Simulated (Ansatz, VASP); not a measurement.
## Ir in VASP and in Ansatz

INCAR

```
SYSTEM = Ir
PREC = Accurate
ENCUT = 520
EDIFF = 1E-6
ISMEAR = 0
SIGMA = 0.15
LREAL = .FALSE.
LASPH = .TRUE.
NELM = 100
ALGO = Fast
ISIF = 2
LWAVE = .FALSE.
LCHARG = .FALSE.
GGA = PE
NBANDS = 10
```

KPOINTS

```
regular mesh
0
G
  20 20 20
  0 0 0
```

File POSCAR:

```
Ir
1.0
   -0.0338656780      1.9351816027      2.0077509128
    1.9351816027     -0.0338656780      2.0077509128
    1.9013159247      1.9013159247      0.0000000000
Ir
1
Direct
    0.0000000000      0.0000000000      0.0000000000
```

Input for Ansatz:

```yaml
crystal:
  lattice:
    - [-0.033865678, 1.9351816027, 2.0077509128]
    - [1.9351816027, -0.033865678, 2.0077509128]
    - [1.9013159247, 1.9013159247, 0.0]
  atoms:
    - { symbol: Ir, position: [0.0, 0.0, 0.0] }
basis:
  ecutwfc: 420
kpoints:
  mp_grid: { grid: [20, 20, 20] }
hamiltonian:
  xc: pbe
  pseudopotentials: { kind: paw, azcp: { folder: soft_1 } }
scf:
  occupations: { method: gaussian, width: 0.15 }
output:
  forces: true
  stress: true
  eigenvalues: true
```

Change from the starting cell: engineering shear strain xy -0.0350, normal strain along z +0.0375.

Alike in both runs: task single point; functional PBE; k mesh 20 × 20 × 20; occupations gaussian, width 0.15 eV; no spin polarisation.

|  | VASP | Ansatz |
| --- | --- | --- |
| version | VASP 6.6.1 | Ansatz 0.2.0 |
| potentials or method | VASP PAW PBE potentials, release 64 (Ir), cutoff 520 eV | scalar-relativistic, plane waves, PAW |
| valence electrons in the cell | 9 | 17 |

VASP gave:

* gap on the k mesh at the Fermi level (eV): none
* pressure (GPa): -10.5
* traceless stress, the component that is largest in VASP (GPa): 8.97

Question: Which values does Ansatz return?

Answer: gap on the k mesh at the Fermi level (eV): none; pressure (GPa): -10.8; traceless stress, the component that is largest in VASP (GPa): 9.00.

A gap of «none» marks a metal or a gap that the smearing closes. VASP's potentials hold 9 valence electrons a cell and Ansatz's 17, so a difference there can come from the potentials and not from the codes.

Neither program's run includes spin-orbit coupling.
